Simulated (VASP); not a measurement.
# C (P6_3/mmc) in VASP: further runs, part 2 of 3

VASP 6.6.1. The steps go on from the part before.

### Step 3. Single point, LDA

This run uses another cell than the first one, of the same volume but with other edges.

The COD entry that gives the cell may itself be a prediction, so a difference from it is no test against experiment.

INCAR

```
SYSTEM = C
  PREC = Accurate
  ENCUT = 520
  EDIFF = 1E-6
  ISMEAR = 0
  SIGMA = 0.05
  LREAL = .False.
  LASPH = .True.
  NELM = 100
  ALGO = Normal
  ISIF = 2
  LWAVE = .False.
  LCHARG = .True.
  LELF = .True.
  LVHAR = .True.
  NBANDS = 36
```

KPOINTS

```
Automatic mesh
0
Gamma
  12 12 2
  0 0 0
```

POSCAR

```
C
1.0
    2.3177000000      0.0000000000      0.0000000000
   -1.1588500000      2.0071870784      0.0000000000
    0.0000000000      0.0000000000     12.7015000000
C
12
Direct
    0.0000000000      0.0000000000      0.1868599868
    0.0000000000      0.0000000000      0.6868599868
    0.0000000000      0.0000000000      0.3131400132
    0.0000000000      0.0000000000      0.8131400132
    0.3333333333      0.6666666667      0.5207718743
    0.6666666667      0.3333333333      0.0207718743
    0.3333333333      0.6666666667      0.9792281257
    0.6666666667      0.3333333333      0.4792281257
    0.3333333333      0.6666666667      0.6450609412
    0.6666666667      0.3333333333      0.1450609412
    0.3333333333      0.6666666667      0.8549390588
    0.6666666667      0.3333333333      0.3549390588
```

Potentials or basis: VASP PAW LDA potentials, release 64 (C).

Command:

```
$ cat potpaw_LDA.64/C/POTCAR > POTCAR
$ mpirun -np 1 vasp_std > vasp.out
```

OUTCAR:

```text
SYSTEM = C
   PREC = Accurate
   ENCUT = 520
   EDIFF = 1E-6
   ISMEAR = 0
   LREAL = .False.
   LASPH = .True.
   NELM = 100
   ISIF = 2

 ion  position               nearest neighbor table
   1  0.000  0.000  0.187-  10 1.44  10 1.44  10 1.44   3 1.60
   2  0.000  0.000  0.687-   9 1.44   9 1.44   9 1.44   4 1.60
   3  0.000  0.000  0.313-  12 1.44  12 1.44  12 1.44   1 1.60
   4  0.000  0.000  0.813-  11 1.44  11 1.44  11 1.44   2 1.60
   5  0.333  0.667  0.521-   8 1.44   8 1.44   8 1.44   9 1.58
   6  0.667  0.333  0.021-   7 1.44   7 1.44   7 1.44  10 1.58
   7  0.333  0.667  0.979-   6 1.44   6 1.44   6 1.44  11 1.58
   8  0.667  0.333  0.479-   5 1.44   5 1.44   5 1.44  12 1.58
   9  0.333  0.667  0.645-   2 1.44   2 1.44   2 1.44   5 1.58
  10  0.667  0.333  0.145-   1 1.44   1 1.44   1 1.44   6 1.58
  11  0.333  0.667  0.855-   4 1.44   4 1.44   4 1.44   7 1.58
  12  0.667  0.333  0.355-   3 1.44   3 1.44   3 1.44   8 1.58

  LATTYP: Found a hexagonal cell.
 ALAT       =     2.3177000000
 C/A-ratio  =     5.4802174570

  Lattice vectors:

 A1 = (   2.3177000000,   0.0000000000,   0.0000000000)
 A2 = (  -1.1588500000,   2.0071870784,   0.0000000000)
 A3 = (   0.0000000000,   0.0000000000,  12.7015000000)

Analysis of symmetry for initial positions (statically):
=====================================================================
 Subroutine PRICEL returns:
 Original cell was already a primitive cell.

 Routine SETGRP: Setting up the symmetry group for a
 hexagonal supercell.

 Subroutine GETGRP returns: Found 24 space group operations
 (whereof 12 operations were pure point group operations)
 out of a pool of 24 trial point group operations.

The static configuration has the point symmetry D_3d.
 The point group associated with its full space group is D_6h.

[... 161 lines left out ...]
   IVDW    =     0    specifies the selected vdW correction
   LEPSILON=     F    determine dielectric tensor
   LRPA    =     F    only Hartree local field effects (RPA)
 non-spin polarized calculation
 Gauss-broadening in eV      SIGMA  =   0.05
  energy-cutoff  :      520.00
  volume of cell :       59.09
 maximum number of plane-waves:      1644
 NGX is ok and might be reduce to    18

 number of electron      47.9999998 magnetization

 Free energy of the ion-electron system (eV)
  ---------------------------------------------------
  ext. energy  EPLUGINS =         0.00000000
  ---------------------------------------------------
  free energy    TOTEN  =      -117.87736805 eV

  energy without entropy =     -117.87736805  energy(sigma->0) =     -117.87736805

 E-fermi :  12.4684     XC(G=0): -14.1914

 val. band max:       12.1519337820   @ k =   0.0000   0.0000   0.0000
 cond. band min:      14.8969283521   @ k =   0.0000   0.0000   0.0000
 fundamental gap:      2.7449945701
 Fermi energy:        12.4684389300

 k-point     1 :       0.0000    0.0000    0.0000
  band No.  band energies     occupation
      1     -11.4563      2.00000
      2     -10.7974      2.00000
      3     -10.6869      2.00000
      4      -8.7031      2.00000
      5      -8.6394      2.00000
      6      -6.3809      2.00000
[... 925 lines left out ...]
     35      22.3913      0.00000
     36      22.3913      0.00000

 [... further k-points ...]

------------------------ aborting loop because EDIFF is reached ----------------------------------------

  FORCE on cell =-STRESS in cart. coord.  units (eV):
  Direction    XX          YY          ZZ          XY          YZ          ZX
  --------------------------------------------------------------------------------------
  -------------------------------------------------------------------------------------
  Total       47.0731531     47.0731531    -12.0800579     -0.0000000      0.0000000      0.0000000
  in kB     1276.3911544   1276.3911545   -327.5514405     -0.0000000      0.0000000      0.0000000
  external PRESSURE =     741.7436228 kB  Pullay stress =       0.0000000 kB

 VOLUME and BASIS-vectors are now :
 -----------------------------------------------------------------------------
  energy-cutoff  :      520.00
  volume of cell :       59.09
      direct lattice vectors                 reciprocal lattice vectors
     2.317700000  0.000000000  0.000000000     0.431462225  0.249104832  0.000000000
    -1.158850000  2.007187078  0.000000000     0.000000000  0.498209664  0.000000000
     0.000000000  0.000000000 12.701500000     0.000000000  0.000000000  0.078730859

 POSITION                                       TOTAL-FORCE (eV/Angst)
 -----------------------------------------------------------------------------------
      0.00000      0.00000      2.37340        -0.000000      0.000000      0.706037
      0.00000      0.00000      8.72415        -0.000000      0.000000      0.706037
      0.00000      0.00000      3.97735         0.000000     -0.000000     -0.706037
      0.00000      0.00000     10.32810        -0.000000     -0.000000     -0.706037
     -0.00000      1.33812      6.61458         0.000000     -0.000000      0.718955
      1.15885      0.66906      0.26383         0.000000      0.000000      0.718955
     -0.00000      1.33812     12.43767        -0.000000     -0.000000     -0.718955
      1.15885      0.66906      6.08692         0.000000      0.000000     -0.718955
     -0.00000      1.33812      8.19324         0.000000     -0.000000     -0.551578
      1.15885      0.66906      1.84249        -0.000000     -0.000000     -0.551578
     -0.00000      1.33812     10.85901         0.000000     -0.000000      0.551578
      1.15885      0.66906      4.50826        -0.000000      0.000000      0.551578
 -----------------------------------------------------------------------------------
    total drift:                                0.000000      0.000000      0.000000

  FREE ENERGIE OF THE ION-ELECTRON SYSTEM (eV)
  ---------------------------------------------------
  free  energy   TOTEN  =      -117.8773680473 eV

  energy  without entropy=     -117.8773680473  energy(sigma->0) =     -117.87736805
```

It took 80 s on 1 thread of AMD EPYC 7R13 (Zen 3), shared host; peak memory 0.14 GiB.

What came out:

```yaml
Free_energy: -117.8774 eV
Pressure: 74.2 GPa
Largest_force: 0.719 eV/Å
Band_gap_on_the_k_mesh: 2.75 eV, direct
```

Forces on the atoms (eV/Å):
```
C    0.000  0.000  0.706
C    0.000  0.000  0.706
C    0.000  0.000 -0.706
C    0.000  0.000 -0.706
C    0.000  0.000  0.719
C    0.000  0.000  0.719
C    0.000  0.000 -0.719
C    0.000  0.000 -0.719
C    0.000  0.000 -0.552
C    0.000  0.000 -0.552
C    0.000  0.000  0.552
C    0.000  0.000  0.552
```

A k mesh can miss the band edges. Expect the measured gap to be larger: semilocal functionals such as LDA lack the derivative discontinuity.

### Step 4. Single point, LDA

This run uses another cell than the first one, of 4.99 Å³/atom, 1.014 times its volume.

INCAR

```
SYSTEM = C
PREC = Accurate
ENCUT = 520
EDIFF = 1E-6
ISMEAR = 0
SIGMA = 0.05
LREAL = .False.
LASPH = .True.
NELM = 60
ALGO = Normal
ISIF = 2
LWAVE = .False.
LCHARG = .False.
GGA = CA
NBANDS = 36
```

KPOINTS is that of step 3.

POSCAR, as its differences from that of step 3:

```diff
@@ -2,5 +2,5 @@
 1.0
-    2.3177000000      0.0000000000      0.0000000000
-   -1.1588500000      2.0071870784      0.0000000000
-    0.0000000000      0.0000000000     12.7015000000
+    2.4340000000      0.0000000000      0.0000000000
+   -1.2170000000      2.1079058328      0.0000000000
+    0.0000000000      0.0000000000     11.6772000000
 C
```

Potentials or basis: VASP PAW LDA potentials, release 64 (C).

Command:

```
$ cat potpaw_LDA.64/C/POTCAR > POTCAR
$ mpirun -np 1 vasp_std > vasp.out
```

OUTCAR:

```text
SYSTEM = C
   PREC = Accurate
   ENCUT = 520
   EDIFF = 1E-6
   ISMEAR = 0
   LREAL = .False.
   LASPH = .True.
   NELM = 60
   ISIF = 2
   GGA = CA

 ion  position               nearest neighbor table
   1  0.000  0.000  0.187-   3 1.47  10 1.49  10 1.49  10 1.49
   2  0.000  0.000  0.687-   4 1.47   9 1.49   9 1.49   9 1.49
   3  0.000  0.000  0.313-   1 1.47  12 1.49  12 1.49  12 1.49
   4  0.000  0.000  0.813-   2 1.47  11 1.49  11 1.49  11 1.49
   5  0.333  0.667  0.521-   9 1.45   8 1.49   8 1.49   8 1.49
   6  0.667  0.333  0.021-  10 1.45   7 1.49   7 1.49   7 1.49
   7  0.333  0.667  0.979-  11 1.45   6 1.49   6 1.49   6 1.49
   8  0.667  0.333  0.479-  12 1.45   5 1.49   5 1.49   5 1.49
   9  0.333  0.667  0.645-   5 1.45   2 1.49   2 1.49   2 1.49
  10  0.667  0.333  0.145-   6 1.45   1 1.49   1 1.49   1 1.49
  11  0.333  0.667  0.855-   7 1.45   4 1.49   4 1.49   4 1.49
  12  0.667  0.333  0.355-   8 1.45   3 1.49   3 1.49   3 1.49

  LATTYP: Found a hexagonal cell.
 ALAT       =     2.4340000000
 C/A-ratio  =     4.7975349219

  Lattice vectors:

 A1 = (   2.4340000000,   0.0000000000,   0.0000000000)
 A2 = (  -1.2170000000,   2.1079058328,   0.0000000000)
 A3 = (   0.0000000000,   0.0000000000,  11.6772000000)

Analysis of symmetry for initial positions (statically):
=====================================================================
 Subroutine PRICEL returns:
 Original cell was already a primitive cell.

 Routine SETGRP: Setting up the symmetry group for a
 hexagonal supercell.

 Subroutine GETGRP returns: Found 24 space group operations
 (whereof 12 operations were pure point group operations)
 out of a pool of 24 trial point group operations.

The static configuration has the point symmetry D_3d.
 The point group associated with its full space group is D_6h.

Analysis of symmetry for dynamics (positions and initial velocities):
=====================================================================
 Subroutine PRICEL returns:
 Original cell was already a primitive cell.

 Routine SETGRP: Setting up the symmetry group for a
 hexagonal supercell.

 Subroutine GETGRP returns: Found 24 space group operations
 (whereof 12 operations were pure point group operations)
 out of a pool of 24 trial point group operations.

The dynamic configuration has the point symmetry D_3d.
 The point group associated with its full space group is D_6h.

 Subroutine INISYM returns: Found 24 space group operations
 (whereof 12 operations are pure point group operations),
 and found     1 'primitive' translations

----------------------------------------------------------------------------------------

                                     Primitive cell

  volume of cell :      59.9115

  direct lattice vectors                    reciprocal lattice vectors
     2.434000000  0.000000000  0.000000000     0.410846343  0.237202247  0.000000000
    -1.217000000  2.107905833  0.000000000     0.000000000  0.474404494  0.000000000
[... 67 lines left out ...]
  0.416667  0.000000  0.000000      6.000000
[... 16 lines left out ...]
  0.250000  0.000000  0.500000      6.000000
  0.333333  0.000000  0.500000      6.000000
 [... further k-points ...]
   k-points           NKPTS =     38   k-points in BZ     NKDIM =     38   number of bands    NBANDS=     36
   number of dos      NEDOS =    301   number of ions     NIONS =     12
   total plane-waves  NPLWV =  29160
   dimension x,y,z NGX =    18 NGY =   18 NGZ =   90
   dimension x,y,z NGXF=    36 NGYF=   36 NGZF=  180
   ions per type =              12
   NGX,Y,Z   is equivalent  to a cutoff of  12.29, 12.29, 12.81 a.u.
   NGXF,Y,Z  is equivalent  to a cutoff of  24.59, 24.59, 25.63 a.u.
 SYSTEM =  C
   PREC   = accura    normal or accurate (medium, high low for compatibility)
   ISTART =      0    job   : 0-new  1-cont  2-samecut
   ICHARG =      2    charge: 1-file 2-atom 10-const
   ISPIN  =      1    spin polarized calculation?
   LNONCOLLINEAR =      F non collinear calculations
   LSORBIT =      F    spin-orbit coupling
   LASPH  =      T    aspherical Exc in radial PAW
   ENCUT  =  520.0 eV  38.22 Ry    6.18 a.u.   4.53  4.53 21.71*2*pi/ulx,y,z
   NELM   =     60;   NELMIN=  2; NELMDL= -5     # of ELM steps
   EDIFF  = 0.1E-05   stopping-criterion for ELM
   LREAL  =      F    real-space projection
   EDIFFG = 0.1E-04   stopping-criterion for IOM
   NSW    =      0    number of steps for IOM
   IBRION =     -1    ionic relax: 0-MD 1-quasi-New 2-CG
   NFREE  =      0    steps in history (QN), initial steepest desc. (CG)
   ISIF   =      2    stress and relaxation
   ISYM   =      2    0-nonsym 1-usesym 2-fastsym
   POTIM  = 0.5000    time-step for ionic-motion
   TEBEG  =    0.0;   TEEND  =   0.0 temperature during run
   PSTRESS=    0.0 pullay stress
   NELECT =      48.0000    total number of electrons
   NUPDOWN=      -1.0000    fix difference up-down
   EMIN   =  10.00;   EMAX   =-10.00  energy-range for DOS
   EFERMI =   0.00;   METHOD = LEGACY
   ISMEAR =     0;   SIGMA  =   0.05  broadening in eV -4-tet -1-fermi 0-gaus
   EFERMI_NEDOS =   21; number of points for ismear=-14 and -15
   IALGO  =     38    algorithm
   IMIX   =      4    mixing-type and parameters
     AMIX     =   0.40;   BMIX     =  1.00
     AMIX_MAG =   1.60;   BMIX_MAG =  1.00
  volume/ion in A,a.u.               =       4.99        33.69
  Fermi-wavevector in a.u.,A,eV,Ry     =   1.520495  2.873319 31.455390  2.311906
  Thomas-Fermi vector in A             =   2.629338
   LORBIT       =      0    0 simple, 1 ext, 2 COOP (PROOUT), +10 PAW based schemes
   GGA     = CA    functional components
   LHFCALC =     F    Hartree Fock is set to
   AEXX    =    0.0000 exact exchange contribution
   IVDW    =     0    specifies the selected vdW correction
   LEPSILON=     F    determine dielectric tensor
   LRPA    =     F    only Hartree local field effects (RPA)
 non-spin polarized calculation
 Gauss-broadening in eV      SIGMA  =   0.05
  energy-cutoff  :      520.00
  volume of cell :       59.91
 maximum number of plane-waves:      1648
   NGX =  9   NGY =  9   NGZ = 43

 number of electron      47.9999994 magnetization

 Free energy of the ion-electron system (eV)
  ---------------------------------------------------
  ext. energy  EPLUGINS =         0.00000000
  ---------------------------------------------------
  free energy    TOTEN  =      -120.16502228 eV

  energy without entropy =     -120.16502228  energy(sigma->0) =     -120.16502228

 E-fermi :  12.0704     XC(G=0): -14.1239

 val. band max:       11.7987745693   @ k =   0.0000   0.0000   0.0000
 cond. band min:      16.2739447868   @ k =   0.4167   0.0000   0.0000
 fundamental gap:      4.4751702175
 Fermi energy:        12.0703662853

 k-point     1 :       0.0000    0.0000    0.0000
  band No.  band energies     occupation
      1     -11.4258      2.00000
      2     -10.6039      2.00000
      3     -10.5300      2.00000
      4      -8.0570      2.00000
      5      -7.9921      2.00000
      6      -4.4471      2.00000
[... 925 lines left out ...]
     35      22.5159      0.00000
     36      22.5159      0.00000

 [... further k-points ...]

------------------------ aborting loop because EDIFF is reached ----------------------------------------

  FORCE on cell =-STRESS in cart. coord.  units (eV):
  Direction    XX          YY          ZZ          XY          YZ          ZX
  --------------------------------------------------------------------------------------
  -------------------------------------------------------------------------------------
  Total       16.0074763     16.0074763     33.0343684      0.0000000      0.0000000      0.0000000
  in kB      428.0780419    428.0780419    883.4176913      0.0000000      0.0000000      0.0000000
  external PRESSURE =     579.8579250 kB  Pullay stress =       0.0000000 kB

 VOLUME and BASIS-vectors are now :
 -----------------------------------------------------------------------------
  energy-cutoff  :      520.00
  volume of cell :       59.91
      direct lattice vectors                 reciprocal lattice vectors
     2.434000000  0.000000000  0.000000000     0.410846343  0.237202247  0.000000000
    -1.217000000  2.107905833  0.000000000     0.000000000  0.474404494  0.000000000
     0.000000000  0.000000000 11.677200000     0.000000000  0.000000000  0.085636968

 POSITION                                       TOTAL-FORCE (eV/Angst)
 -----------------------------------------------------------------------------------
      0.00000      0.00000      2.18200        -0.000000     -0.000000     -0.277668
      0.00000      0.00000      8.02060         0.000000     -0.000000     -0.277668
      0.00000      0.00000      3.65660        -0.000000      0.000000      0.277668
      0.00000      0.00000      9.49520         0.000000      0.000000      0.277668
     -0.00000      1.40527      6.08116        -0.000000      0.000000     -0.393756
      1.21700      0.70264      0.24256         0.000000      0.000000     -0.393756
     -0.00000      1.40527     11.43464        -0.000000     -0.000000      0.393756
      1.21700      0.70264      5.59604         0.000000     -0.000000      0.393756
     -0.00000      1.40527      7.53251        -0.000000      0.000000      0.271915
      1.21700      0.70264      1.69391         0.000000     -0.000000      0.271915
     -0.00000      1.40527      9.98329        -0.000000     -0.000000     -0.271915
      1.21700      0.70264      4.14469         0.000000     -0.000000     -0.271915
 -----------------------------------------------------------------------------------
    total drift:                                0.000000      0.000000      0.000000

  FREE ENERGIE OF THE ION-ELECTRON SYSTEM (eV)
  ---------------------------------------------------
  free  energy   TOTEN  =      -120.1650222802 eV

  energy  without entropy=     -120.1650222802  energy(sigma->0) =     -120.16502228
```

Run time: 99 s. Hardware: 1 thread of AMD EPYC 7R13 (Zen 3), shared host; peak memory 0.14 GiB.

Results:

* Free energy: -120.1650 eV
* Pressure: 58.0 GPa
* Largest force: 0.394 eV/Å
* Band gap on the k mesh: 4.48 eV, indirect (least direct gap 5.31 eV)

Forces on the atoms (eV/Å):
```
C    0.000  0.000 -0.278
C    0.000  0.000 -0.278
C    0.000  0.000  0.278
C    0.000  0.000  0.278
C    0.000  0.000 -0.394
C    0.000  0.000 -0.394
C    0.000  0.000  0.394
C    0.000  0.000  0.394
C    0.000  0.000  0.272
C    0.000  0.000  0.272
C    0.000  0.000 -0.272
C    0.000  0.000 -0.272
```

A k mesh can miss the band edges.

[end of part 2 of 3]
